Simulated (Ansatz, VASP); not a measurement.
# One calculation of Bi, two programs

File INCAR:

```
ALGO = Fast ; EDIFF = 1E-6
ENCUT = 520 ; GGA = PE
ISIF = 2 ; ISMEAR = 0
LASPH = True ; LCHARG = True
LELF = True ; LREAL = False
LVHAR = True ; LWAVE = False
NBANDS = 22 ; NELM = 100
PREC = Accurate ; SIGMA = 0.15
```

The input KPOINTS:

```
k-points
0
Gamma
  12 12 12
```

Contents of POSCAR:

```
Bi
1.0
    2.1593496945      1.3123169762      3.9540000000
   -2.1593496945      1.3123169762      3.9540000000
    0.0000000000     -2.6246339523      3.9540000000
Bi
2
Direct
    0.2338900000      0.2338900000      0.2338900000
    0.7661100000      0.7661100000      0.7661100000
```

Input for Ansatz:

```yaml
crystal:
  lattice:
    - [2.1593496945, 1.3123169762, 3.954]
    - [-2.1593496945, 1.3123169762, 3.954]
    - [0.0, -2.6246339523, 3.954]
  atoms:
    - { symbol: Bi, position: [0.23389, 0.23389, 0.23389] }
    - { symbol: Bi, position: [0.76611, 0.76611, 0.76611] }
basis:
  ecutwfc: 420
kpoints:
  mp_grid: { grid: [12, 12, 12] }
hamiltonian:
  xc: pbe
scf:
  occupations: { method: gaussian, width: 0.15 }
output:
  forces: true
  stress: true
  eigenvalues: true
  write_density: true
  write_potential: true
  elf: true
  volumetric_format: npy
```

Change from the starting cell: strain -0.0500 x Voigt [1, 0, 0, 0, 0, 0], atoms carried along.

Alike in both runs: task single point; functional PBE; k mesh 12 × 12 × 12; occupations gaussian, width 0.15 eV; no spin polarisation.

```csv
,VASP,Ansatz
version,VASP 6.6.1,Ansatz 0.2.0
potentials or method,"VASP PAW PBE potentials, release 64 (Bi_d), cutoff 520 eV","scalar-relativistic, plane waves, PAW"
valence electrons in the cell,30,30
```

VASP gave:

| Quantity | Value |
| --- | --- |
| gap on the k mesh at the Fermi level (eV) | none |
| pressure (GPa) | 4.9 |
| traceless stress, the component that is largest in VASP (GPa) | 2.10 |
| rms of the force components (eV/Å) | 0.276 |

Problem. Which values does Ansatz return?

Solution. gap on the k mesh at the Fermi level (eV): none; pressure (GPa): 5.0; traceless stress, the component that is largest in VASP (GPa): 2.10; rms of the force components (eV/Å): 0.271.

Atom by atom the forces differ by 0.005 eV/Å (rms over components). A gap of «none» marks a metal or a gap that the smearing closes.

Neither program's run includes spin-orbit coupling.
